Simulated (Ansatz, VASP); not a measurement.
## GaN: VASP beside Ansatz

Contents of INCAR:

```
  ALGO = Normal
  EDIFF = 1E-6
  EDIFFG = -0.001
  ENCUT = 520
  IBRION = 2
  ISIF = 2
  ISMEAR = 0
  LASPH = True
  LCHARG = False
  LREAL = False
  LWAVE = False
  NELM = 60
  NSW = 80
  PREC = Accurate
  SIGMA = 0.01
```

Contents of KPOINTS:

```
k-points
0
Gamma
  9 9 6
```

POSCAR

```
GaN
1.0
    3.1545600000      0.0000000000      0.0000000000
   -1.5772800000      2.7319290977      0.0000000000
    0.0000000000      0.0000000000      5.1879038400
Ga N
2 2
Direct
    0.3333333333      0.6666666667      0.0000000000
    0.6666666667      0.3333333333      0.5000000000
    0.3333333333      0.6666666667      0.3750000000
    0.6666666667      0.3333333333      0.8750000000
```

Input for Ansatz:

```yaml
crystal:
  lattice:
    - [3.15456, 0.0, 0.0]
    - [-1.57728, 2.7319290977, 0.0]
    - [0.0, 0.0, 5.18790384]
  atoms:
    - { symbol: Ga, position: [0.3333333333, 0.6666666667, 0.0] }
    - { symbol: Ga, position: [0.6666666667, 0.3333333333, 0.5] }
    - { symbol: "N", position: [0.3333333333, 0.6666666667, 0.375] }
    - { symbol: "N", position: [0.6666666667, 0.3333333333, 0.875] }
scf:
  occupations: { method: fixed }
output:
  forces: true
  stress: true
  eigenvalues: true
  write_density: true
  write_potential: true
  elf: true
  volumetric_format: npy
hamiltonian:
  xc: lda
relax:
  f_tol: 0.001
  max_steps: 60
kpoints:
  mp_grid: { grid: [9, 9, 6] }
```

Alike in both runs: task relaxation of the atoms; functional LDA; k mesh 9 × 9 × 6; no spin polarisation.

```csv
,VASP,Ansatz
version,VASP 6.6.1,Ansatz 0.2.0
potentials or method,"VASP PAW LDA potentials, release 64 (Ga_d, N)","scalar-relativistic, plane waves, PAW"
plane-wave cutoff (eV),520,420
occupations,"gaussian, width 0.01 eV",fixed
valence electrons in the cell,36,36
```

|  | VASP | Ansatz | Ansatz less VASP |
| --- | --- | --- | --- |
| gap on the k mesh at the Fermi level, each at its own relaxed structure (eV) | 2.03 | 2.02 | -0.015 |

LDA's correlation is that of Perdew and Zunger in VASP and of Perdew and Wang (1992) in Ansatz. Ansatz's warnings: stress scf threshold loose.

Noted on VASP's run: the relaxation stopped at its first step, so nothing moved.
